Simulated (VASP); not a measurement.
# Pb (I4/mmm) in VASP: notebook, part 2 of 2

VASP 6.6.1.

### Step 3. Single point, PBEsol (strain +0.040 along x and y, -0.080 along z)

Contents of INCAR:

```
SYSTEM = Pb
PREC = Accurate ; ENCUT = 520
EDIFF = 1E-7 ; ISMEAR = 0
SIGMA = 0.15 ; LREAL = .FALSE.
LASPH = .TRUE. ; NELM = 80
ALGO = Normal ; ISIF = 2
LWAVE = .FALSE. ; LCHARG = .TRUE.
GGA = PS ; LELF = .TRUE.
LVHAR = .TRUE. ; NBANDS = 13
```

Contents of KPOINTS:

```
regular mesh
0
G
  16 16 16
  0 0 0
```

Contents of POSCAR:

```
Pb
1.0
    0.0000000000      2.5685920000      2.2722160000
    2.5685920000      0.0000000000      2.2722160000
    2.5685920000      2.5685920000      0.0000000000
Pb
1
Direct
    0.0000000000      0.0000000000      0.0000000000
```

Potentials or basis: VASP PAW PBE potentials, release 64 (Pb_d).

Command:

```console
$ cat potpaw_PBE.64/Pb_d/POTCAR > POTCAR
$ mpirun -np 1 vasp_std > vasp.out
```

OUTCAR:

```text
SYSTEM = Pb
   PREC = Accurate
   ENCUT = 520
   EDIFF = 1E-7
   ISMEAR = 0
   LREAL = .FALSE.
   LASPH = .TRUE.
   NELM = 80
   ISIF = 2
   GGA = PS

 ion  position               nearest neighbor table
   1  0.000  0.000  0.000-

  LATTYP: Found a body centered tetragonal cell.
 ALAT       =     3.6325376426
 C/A-ratio  =     1.2510350744

  Lattice vectors:

 A1 = (   0.0000000000,  -2.5685920000,  -2.2722160000)
 A2 = (   0.0000000000,   2.5685920000,  -2.2722160000)
 A3 = (   2.5685920000,   0.0000000000,   2.2722160000)

Analysis of symmetry for initial positions (statically):
=====================================================================
 Subroutine PRICEL returns:
 Original cell was already a primitive cell.

 Routine SETGRP: Setting up the symmetry group for a
 body centered tetragonal supercell.

 Subroutine GETGRP returns: Found 16 space group operations
 (whereof 16 operations were pure point group operations)
 out of a pool of 16 trial point group operations.

The static configuration has the point symmetry D_4h.

Analysis of symmetry for dynamics (positions and initial velocities):
=====================================================================
 Subroutine PRICEL returns:
 Original cell was already a primitive cell.

 Routine SETGRP: Setting up the symmetry group for a
 body centered tetragonal supercell.

 Subroutine GETGRP returns: Found 16 space group operations
 (whereof 16 operations were pure point group operations)
 out of a pool of 16 trial point group operations.

The dynamic configuration has the point symmetry D_4h.

 Subroutine INISYM returns: Found 16 space group operations
 (whereof 16 operations are pure point group operations),
 and found     1 'primitive' translations

----------------------------------------------------------------------------------------

                                     Primitive cell

  volume of cell :      29.9826

  direct lattice vectors                    reciprocal lattice vectors
[... 113 lines left out ...]
   IVDW    =     0    specifies the selected vdW correction
   LEPSILON=     F    determine dielectric tensor
   LRPA    =     F    only Hartree local field effects (RPA)
 non-spin polarized calculation
 Gauss-broadening in eV      SIGMA  =   0.15
  energy-cutoff  :      520.00
  volume of cell :       29.98
 maximum number of plane-waves:       831
 NGX is ok and might be reduce to    28
   NGX = 13   NGY = 13   NGZ = 13

 number of electron      13.9999999 magnetization

 Free energy of the ion-electron system (eV)
  ---------------------------------------------------
  ext. energy  EPLUGINS =         0.00000000
  ---------------------------------------------------
  free energy    TOTEN  =        -3.99094605 eV

  energy without entropy =       -3.98396552  energy(sigma->0) =       -3.98745578

 E-fermi :   7.2556     XC(G=0): -10.3958

 val. band max:        7.2554584861   @ k =  -0.4375  -0.0000   0.2500
 cond. band min:       7.2646780242   @ k =  -0.3750   0.1250   0.3125
 fundamental gap:      0.0092195381
 Fermi energy:         7.2556209056

 k-point     1 :       0.0000    0.0000    0.0000
  band No.  band energies     occupation
      1      -9.8151      2.00000
      2      -9.8151      2.00000
      3      -9.6991      2.00000
      4      -9.6812      2.00000
      5      -9.5696      2.00000
      6      -4.6214      2.00000
      7      14.5999      0.00000
      8      14.8553      0.00000
      9      14.8553      0.00000
     10      17.1593      0.00000
     11      18.7737      0.00000
     12      19.8740      0.00000
     13      19.8743      0.00000
[... 354 lines left out ...]
  band No.  band energies     occupation
      1      -9.8116      2.00000
      2      -9.8004      2.00000
      3      -9.6999      2.00000
      4      -9.6709      2.00000
      5      -9.5712      2.00000
      6      -4.4342      2.00000
      7      13.2426      0.00000
      8      13.7673      0.00000
      9      14.7957      0.00000
     10      16.9674      0.00000
     11      19.1009      0.00000
     12      19.4383      0.00000
     13      19.5432      0.00000

 [... further k-points ...]

------------------------ aborting loop because EDIFF is reached ----------------------------------------

  FORCE on cell =-STRESS in cart. coord.  units (eV):
  Direction    XX          YY          ZZ          XY          YZ          ZX
  --------------------------------------------------------------------------------------
  -------------------------------------------------------------------------------------
  Total       -0.0657922     -0.0657922      0.1027354      0.0000000      0.0000000      0.0000000
  in kB       -3.5157286     -3.5157286      5.4898546      0.0000000      0.0000000      0.0000000
  external PRESSURE =      -0.5138676 kB  Pullay stress =       0.0000000 kB

 VOLUME and BASIS-vectors are now :
 -----------------------------------------------------------------------------
  energy-cutoff  :      520.00
  volume of cell :       29.98
      direct lattice vectors                 reciprocal lattice vectors
     0.000000000  2.568592000  2.272216000    -0.194659175  0.194659175  0.220049502
     2.568592000  0.000000000  2.272216000     0.194659175 -0.194659175  0.220049502
     2.568592000  2.568592000  0.000000000     0.194659175  0.194659175 -0.220049502

 POSITION                                       TOTAL-FORCE (eV/Angst)
 -----------------------------------------------------------------------------------
      0.00000      0.00000      0.00000         0.000000      0.000000      0.000000
 -----------------------------------------------------------------------------------
    total drift:                               -0.000000     -0.000000     -0.000000

  FREE ENERGIE OF THE ION-ELECTRON SYSTEM (eV)
  ---------------------------------------------------
  free  energy   TOTEN  =        -3.9909460495 eV

  energy  without entropy=       -3.9839655152  energy(sigma->0) =       -3.98745578
```

OSZICAR:

```text
N       E                     dE             d eps       ncg     rms          rms(c)
DAV:   1     0.107226613479E+03    0.10723E+03   -0.71585E+03  9205   0.127E+03
DAV:   2     0.108515815590E+01   -0.10614E+03   -0.10282E+03  9539   0.313E+02
DAV:   3    -0.389217273288E+01   -0.49773E+01   -0.49580E+01 11259   0.728E+01
DAV:   4    -0.400375551390E+01   -0.11158E+00   -0.11155E+00 11100   0.116E+01
DAV:   5    -0.400870548339E+01   -0.49500E-02   -0.49498E-02 12622   0.230E+00    0.596E-01
DAV:   6    -0.399461101223E+01    0.14094E-01   -0.18354E-02 11605   0.243E+00    0.281E-01
DAV:   7    -0.399116429501E+01    0.34467E-02   -0.73908E-03 11737   0.141E+00    0.921E-02
DAV:   8    -0.399094798486E+01    0.21631E-03   -0.42754E-04 13845   0.346E-01    0.970E-03
DAV:   9    -0.399094620671E+01    0.17782E-05   -0.79848E-06 11792   0.515E-02    0.446E-03
DAV:  10    -0.399094606841E+01    0.13830E-06   -0.65300E-07 11357   0.106E-02    0.147E-04
DAV:  11    -0.399094604949E+01    0.18921E-07   -0.14506E-08  7162   0.121E-03
   1 F= -.39909460E+01 E0= -.39874558E+01  d E =-.698053E-02
```

stdout:

```text
POSCAR found type information on POSCAR Pb
 POSCAR found :  1 types and       1 ions
 scaLAPACK will be used
 -----------------------------------------------------------------------------
|                                                                             |
|                                                                             |
|     You enforced a specific xc type in the INCAR file but a different       |
|     I HOPE YOU KNOW WHAT YOU ARE DOING!                                     |
|                                                                             |
 -----------------------------------------------------------------------------

 LDA part: xc-table for (Slater+PW92), standard interpolation
 POSCAR, INCAR and KPOINTS ok, starting setup
 FFT: planning ... GRIDC
 FFT: planning ... GRID_SOFT
 FFT: planning ... GRID
 WAVECAR not read
 entering main loop
```

Run time: 2.1 min. Hardware: 1 thread of Intel Xeon Platinum 8375C at 2.90GHz (Ice Lake), shared host; peak memory 0.25 GiB.

Results:

* Free energy: -3.9909 eV
* Pressure: -0.1 GPa
* Band gap on the k mesh: zero (band 7 reaches 14.60 eV, above the bottom of band 8 at 5.33 eV)

Caveat: the cell differs from its parent crystal (strain +0.040 along x and y, -0.080 along z); the PAW data sets were made with another functional, which shifts forces and pressure a little; spin-orbit coupling is left out, which moves the levels of the heavy elements.
